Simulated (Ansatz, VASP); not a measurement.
**One calculation of AlN, two programs**

INCAR

```
ALGO     = Normal         # electronic algorithm
EDIFF    = 1E-6           # SCF threshold, eV
ENCUT    = 520            # plane-wave cutoff, eV
GGA      = PE             # functional
ISIF     = 2              # what is computed and relaxed
ISMEAR   = -1             # smearing method
LASPH    = T              # aspherical terms in the spheres
LCHARG   = F              # write CHGCAR
LREAL    = F              # projectors in reciprocal space
LWAVE    = F              # write WAVECAR
NBANDS   = 11             # bands
NELM     = 60             # most SCF steps
PREC     = Accurate       # precision mode
SIGMA    = 0.02           # smearing width, eV
```

KPOINTS

```
k-points
0
Gamma
  10 10 10
```

The input POSCAR:

```
AlN
1.0
    0.0000000000      2.1848764125      2.2722714690
    2.1848764125      0.0000000000      2.2722714690
    2.1848764125      2.1848764125      0.0000000000
Al N
1 1
Direct
    0.0000000000      0.0000000000      0.0000000000
    0.2500000000      0.2500000000      0.2500000000
```

Input for Ansatz:

```yaml
crystal:
  lattice:
    - [0.0, 2.1848764125, 2.272271469]
    - [2.1848764125, 0.0, 2.272271469]
    - [2.1848764125, 2.1848764125, 0.0]
  atoms:
    - { symbol: Al, position: [0.0, 0.0, 0.0] }
    - { symbol: "N", position: [0.25, 0.25, 0.25] }
kpoints:
  mp_grid: { grid: [10, 10, 10] }
  band_path:
    path:
      - [0.0, 0.0, 0.0]
      - [-0.5, -0.5, 0.0]
      - [-0.375, -0.375, 0.25]
      - [-0.375, 0.0, 0.375]
      - [0.0, 0.0, 0.5]
      - [-0.5, -0.25, 0.25]
      - [0.080729, 0.080729, 0.161458]
      - [0.0, 0.5, 0.5]
    npoints: 1
hamiltonian:
  xc: pbe
scf:
  occupations: { method: fermi_dirac, width: 0.02 }
  n_extra_bands: 4
output:
  forces: true
  stress: true
  eigenvalues: true
  write_density: true
  write_potential: true
  elf: true
  volumetric_format: npy
```

Change from the starting cell: uniaxial_z strain +4.0%.

Alike in both runs: task single point; functional PBE; k mesh 10 × 10 × 10; occupations fermi-dirac, width 0.02 eV; no spin polarisation.

|  | VASP | Ansatz |
| --- | --- | --- |
| version | VASP 6.6.1 | Ansatz 0.2.0 |
| potentials or method | VASP PAW PBE potentials, release 64 (Al, N) | plane waves, PAW |
| plane-wave cutoff (eV) | 520 | 420 |
| valence electrons in the cell | 8 | 8 |

```csv
,VASP,Ansatz,Ansatz less VASP
gap on the k mesh at the Fermi level (eV),3.18,3.19,+0.007
pressure (GPa),-3.4,-3.2,+0.29
"traceless stress, the component that is largest in VASP (GPa)",-3.96,-3.94,+0.023
```
